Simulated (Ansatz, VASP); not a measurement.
**SrO: VASP and Ansatz over several settings**

```
CELL_PARAMETERS angstrom
0.00000 2.56630 2.56630
2.56630 0.00000 2.56630
2.56630 2.56630 0.00000
ATOMIC_POSITIONS crystal
Sr 0.50000 0.50000 0.50000
O 0.00000 0.00000 0.00000
```

Single points on this cell with VASP 6.6.1 and Ansatz 0.2.0. Each row is one pair of runs.

```csv
level,spin,k mesh,smearing,"VASP's potentials, cutoff","Ansatz's potentials, cutoff","pressure (GPa), VASP","pressure (GPa), Ansatz"
revPBE+D3(BJ),"non-collinear, zero start, SOC",9 × 9 × 9,tetrahedron,"VASP PAW PBE potentials, release 64 (Sr_sv, O), 600 eV","PseudoDojo standard (PBE files), 1143 eV",?,0.9
HSE06,"non-collinear, zero start, SOC",4 × 4 × 4,"fermi-dirac, width 0.05 eV","VASP PAW PBE potentials, release 64 (Sr_sv, O), 520 eV","Ansatz PAW, 420 eV",1.7,1.2
"b88 exchange, pbe correlation",off,9 × 9 × 9,"methfessel-paxton of order 1, width 0.1 eV","VASP PAW PBE potentials, release 64 (Sr_sv, O), 600 eV","Ansatz PAW, 420 eV",3.6,3.1
```

Question: Fill in what VASP gave in row 1.

Answer: Pressure (GPa): 1.7.

The k mesh is coarse in some rows, so the values compare programs but aren't converged. Noted on Ansatz's runs: the potentials were made for another functional, which shifts forces and pressure; odd divisions of the mesh miss points on the zone boundary, where band edges often lie, so the gap on the mesh can be too wide.
